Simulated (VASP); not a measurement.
The system is Au.

```
CELL_PARAMETERS angstrom
0.00000 2.06291 2.06291
2.06291 0.00000 2.06291
2.06291 2.06291 0.00000
ATOMIC_POSITIONS crystal
Au 0.00000 0.00000 0.00000
```

- Program: VASP 6.6.1
- Task: relaxation of cell and atoms
- Functional: PBE
- Potentials or basis: VASP PAW PBE potentials, release 64 (Au)
- Cutoff: 600 eV
- k mesh: 14 × 14 × 14
- Occupations: fermi-dirac, width 0.0559 eV
- Spin: no spin polarisation

At the start: pressure 3.2 GPa; volume 17.56 Å³/atom.

Problem. Where does the relaxation end?

Solution. Over 3 steps the energy falls by 3.7 meV/atom and the volume is 17.94 Å³/atom (+2.2 %); space group Fm-3m (No. 225, to 0.05 Å).

The path:
| step | energy change (eV) | largest force (eV/Å) | pressure (GPa) | volume (Å³) |
| --- | --- | --- | --- | --- |
| 1 | 0.0000 | 0.0000 | 3.22 | 17.56 |
| 2 | 0.0026 | 0.0000 | -3.70 | 18.47 |
| 3 | -0.0037 | 0.0000 | -0.01 | 17.94 |

Final structure:
```yaml
crystal:
  lattice:
    - [0.00000, 2.07786, 2.07786]
    - [2.07786, 0.00000, 2.07786]
    - [2.07786, 2.07786, 0.00000]
  atoms:
    - { symbol: Au, position: [0.00000, 0.00000, 0.00000] }
```
